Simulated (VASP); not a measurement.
Write the native input for VASP 6.6.1 that does the following.

| Quantity | Value |
| --- | --- |
| Task | single point |
| Functional | PBEsol |
| Potentials or basis | VASP PAW PBE potentials, release 64 (Ag, O) |
| Cutoff | 520 eV |
| k mesh | 18 × 18 × 18 |
| Occupations | gaussian, width 0.15 eV |
| Spin | no spin polarisation |
| Dipole correction | no |
| Further INCAR settings | ALGO = Normal; EDIFF = 1e-06; NBANDS = 16 |

The structure of AgO lies in POSCAR:

```
AgO
1.0
    0.0000000000      2.4682000000      2.3478000000
    2.4682000000      0.0000000000      2.3478000000
    2.4682000000      2.4682000000      0.0000000000
Ag O
1 1
Direct
    0.0000000000      0.0000000000      0.0000000000
    0.7500000000      0.7500000000      0.7500000000
```

This cell differs from its parent crystal: strain +0.025 along x and y, -0.025 along z.

One way to write it, as run:

INCAR

```
SYSTEM = AgO
PREC     = Accurate       ! precision mode
ENCUT    = 520            ! plane-wave cutoff, eV
EDIFF    = 1E-6           ! SCF threshold, eV
ISMEAR   = 0              ! smearing method
SIGMA    = 0.15           ! smearing width, eV
LREAL    = .False.        ! projectors in reciprocal space
LASPH    = .True.         ! aspherical terms in the spheres
NELM     = 100            ! most SCF steps
ALGO     = Normal         ! electronic algorithm
ISIF     = 2              ! what is computed and relaxed
LWAVE    = .False.        ! write WAVECAR
LCHARG   = .True.         ! write CHGCAR
GGA      = PS             ! functional
LELF     = .True.         ! ELF
LVHAR    = .True.       
NBANDS   = 16             ! bands
```

KPOINTS

```
Automatic mesh
0
Gamma
  18 18 18
  0 0 0
```

Potentials or basis: VASP PAW PBE potentials, release 64 (Ag, O).

Run with:

```sh
$ cat potpaw_PBE.64/Ag/POTCAR potpaw_PBE.64/O/POTCAR > POTCAR
$ mpirun -np 1 vasp_std > vasp.out
```

Results of the run:

```json
{
  "Pressure": "6.9 GPa",
  "Band gap on the k mesh": "zero (an odd number of electrons rules out a gap without spin polarisation)"
}
```

Caveat: the cell differs from its parent crystal (strain +0.025 along x and y, -0.025 along z); the cell stands under pressure; the PAW data sets were made with another functional, which shifts forces and pressure a little; an odd number of electrons without spin polarisation forces a metal; a magnetic or distorted state may lie lower.

Wall time 92 s on 1 thread of Intel(R) Xeon(R) 6975P-C (Granite Rapids), with other jobs on the host, peak memory 0.34 GiB.
